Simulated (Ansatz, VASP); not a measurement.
# One calculation of Ca8CO, two programs

File INCAR:

```
SYSTEM = Ca8CO
ALGO = Normal
DIPOL = 0.5 0.5 0.299
EDIFF = 1E-7
ENCUT = 520
GGA = PE
IDIPOL = 3
ISIF = 2
ISMEAR = 0
LASPH = .TRUE.
LCHARG = .TRUE.
LDIPOL = .TRUE.
LELF = .TRUE.
LREAL = .FALSE.
LVACPOTAV = .TRUE.
LVHAR = .TRUE.
LWAVE = .FALSE.
NBANDS = 56
NELM = 100
PREC = Accurate
SIGMA = 0.1
```

KPOINTS

```
k-points
0
G
  4 4 1
  0 0 0
```

POSCAR

```
Ca8CO
1.0
    7.8132359319      0.0000000000      0.0000000000
    0.0000000000      7.8132359319      0.0000000000
    0.0000000000      0.0000000000     20.6093934330
Ca C O
8 1 1
Direct
    0.2500000000      0.2500000000      0.1940862555
    0.2500000000      0.7500000000      0.1940862555
    0.7500000000      0.2500000000      0.1940862555
    0.7500000000      0.7500000000      0.1940862555
    0.0000000000      0.0000000000      0.3206981057
    0.0000000000      0.5000000000      0.3206981057
    0.5000000000      0.0000000000      0.3206981057
    0.5000000000      0.5000000000      0.3206981057
    0.1770468721      0.7500000000      0.4662627973
    0.3229531279      0.7500000000      0.4662627973
```

Input for Ansatz:

```yaml
crystal:
  lattice:
    - [7.8132359319, 0.0, 0.0]
    - [0.0, 7.8132359319, 0.0]
    - [0.0, 0.0, 20.609393433]
  atoms:
    - { symbol: Ca, position: [0.25, 0.25, 0.1940862555] }
    - { symbol: Ca, position: [0.25, 0.75, 0.1940862555] }
    - { symbol: Ca, position: [0.75, 0.25, 0.1940862555] }
    - { symbol: Ca, position: [0.75, 0.75, 0.1940862555] }
    - { symbol: Ca, position: [0.0, 0.0, 0.3206981057] }
    - { symbol: Ca, position: [0.0, 0.5, 0.3206981057] }
    - { symbol: Ca, position: [0.5, 0.0, 0.3206981057] }
    - { symbol: Ca, position: [0.5, 0.5, 0.3206981057] }
    - { symbol: C, position: [0.1770468721, 0.75, 0.4662627973] }
    - { symbol: O, position: [0.3229531279, 0.75, 0.4662627973] }
basis:
  ecutwfc: 420
kpoints:
  mp_grid: { grid: [4, 4, 1] }
hamiltonian:
  xc: pbe
scf:
  occupations: { method: gaussian, width: 0.1 }
output:
  forces: true
  eigenvalues: true
efield:
  axis: 3
  dipole_correction: true
  ramp_width: 0.04
```

Alike in both runs: task single point; functional PBE; k mesh 4 × 4 × 1; occupations gaussian, width 0.1 eV; no spin polarisation.

|  | VASP | Ansatz |
| --- | --- | --- |
| version | VASP 6.6.1 | Ansatz 0.2.0 |
| potentials or method | VASP PAW PBE potentials, release 64 (Ca_sv, C, O), cutoff 520 eV | scalar-relativistic, plane waves, PAW |
| valence electrons in the cell | 90 | 90 |

|  | VASP | Ansatz | Ansatz less VASP |
| --- | --- | --- | --- |
| gap on the k mesh at the Fermi level (eV) | none | none | - |
| rms of the force components (eV/Å) | 0.443 | 0.209 | -0.2342 |
| work function, face that differs most (eV) | 2.82 | 2.82 | -0.002 |

Atom by atom the forces differ by 0.239 eV/Å (rms over components). A gap of «none» marks a metal or a gap that the smearing closes.

Noted on VASP's run: the standard files for N, O and F lose accuracy on very short bonds.
